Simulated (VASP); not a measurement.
Write the native input for VASP 6.6.1 that does the following.

```yaml
Task: single point
Functional: BLYP
Potentials_or_basis: VASP PAW PBE potentials, release 64 (Sn_d)
Cutoff: 520 eV
k_mesh: 10 × 10 × 10
Occupations: methfessel-paxton, width 0.1 eV
Spin: no spin polarisation
Dipole_correction: no
Further_INCAR_settings: ALGO = Normal; EDIFF = 1e-06; NBANDS = 13
```

The structure of Sn lies in POSCAR:

```
Sn
1.0
   -2.0291894110      2.0291894110      1.6607599896
    2.0291894110     -2.0291894110      1.6607599896
    2.0291894110      2.0291894110     -1.6607599896
Sn
1
Direct
    0.0000000000      0.0000000000      0.0000000000
```

One way to write it, as run:

INCAR

```
SYSTEM = Sn
PREC = Accurate ; ENCUT = 520
EDIFF = 1E-6 ; ISMEAR = 1
SIGMA = 0.1 ; LREAL = .False.
LASPH = .True. ; NELM = 60
ALGO = Normal ; ISIF = 2
LWAVE = .False. ; LCHARG = .False.
GGA = B5 ; ALDAX = 1.0
AGGAX = 1.0 ; AGGAC = 1.0
ALDAC = 0.0 ; NBANDS = 13
```

KPOINTS

```
regular mesh
0
Gamma
  10 10 10
  0 0 0
```

Potentials or basis: VASP PAW PBE potentials, release 64 (Sn_d).

Command:

```sh
$ cat potpaw_PBE.64/Sn_d/POTCAR > POTCAR
$ mpirun -np 1 vasp_std > vasp.out
```

Results of the run:

- Pressure: 5.4 GPa
- Band gap on the k mesh: zero (band 7 reaches 15.05 eV, above the bottom of band 8 at 6.54 eV)

Caveat: the PAW data sets were made with another functional, which shifts forces and pressure a little; spin-orbit coupling is left out, which moves the levels of the heavy elements.

It took 23 s on 1 thread of AMD EPYC 9R45 96-Core Processor (Zen 5), with other jobs on the host, peak memory 0.14 GiB.
